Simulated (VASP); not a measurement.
## Si2W: single point with PBE

Crystal: Si2W.

```
Si W
1.0
    -1.47930    1.47930    4.68524
     1.47930   -1.47930    4.68524
     1.47930    1.47930   -4.68524
Si W
2 1
Direct
  0.33457 0.33457 0.00000
  0.66543 0.66543 0.00000
  0.00000 0.00000 0.00000
```

This cell differs from its parent crystal: ratio of the length along z to the lengths across it x 1.3, volume and fractional coordinates fixed.

```
Program             : VASP 6.6.1
Task                : single point
Functional          : PBE
Potentials or basis : VASP PAW PBE potentials, release 64 (Si, W_sv)
Cutoff              : 520 eV
k mesh              : 22 × 22 × 22
Occupations         : gaussian, width 0.15 eV
Spin                : no spin polarisation
```

```
Pressure               : 7.0 GPa
Largest force          : 0.369 eV/Å
Band gap on the k mesh : zero (band 11 reaches 13.15 eV, above the bottom of band 12 at 10.75 eV)
```

Forces in eV/Å, atoms in the order of the input:
```
Si   0.000  0.000  0.369
Si   0.000  0.000 -0.369
W    0.000  0.000  0.000
```

Stress tensor (GPa, compression positive):
```
 24.66   0.00   0.00
  0.00  24.66   0.00
  0.00   0.00 -28.23
```

Levels at points of the mesh, in eV from the Fermi level:
```
           k point  band 7  band 8  band 9  band 10  band 11  band 12  band 13  band 14  band 15  band 16
(0.00, 0.00, 0.00)   -6.89   -3.72   -1.54    -1.54     1.17     2.13     3.36     4.68     4.68     4.69
(0.50, 0.00, 0.00)   -6.77   -5.22   -3.50    -1.40     0.38     0.89     1.29     4.50     4.61     6.67
(0.50, 0.50, 0.00)   -5.66   -5.15   -4.68    -4.49    -1.64     0.83     0.86     1.36     3.80     4.44
(0.50, 0.50, 0.50)   -3.87   -3.38   -0.53    -0.53    -0.02     1.03     1.03     2.16     4.61     5.25
```

Run time: 15 min on 1 thread of Intel(R) Xeon(R) Platinum 8375C CPU @ 2.90GHz (Ice Lake), with other jobs on the host, peak memory 0.72 GiB.

Caveat: spin-orbit coupling is left out, which moves the levels of the heavy elements.
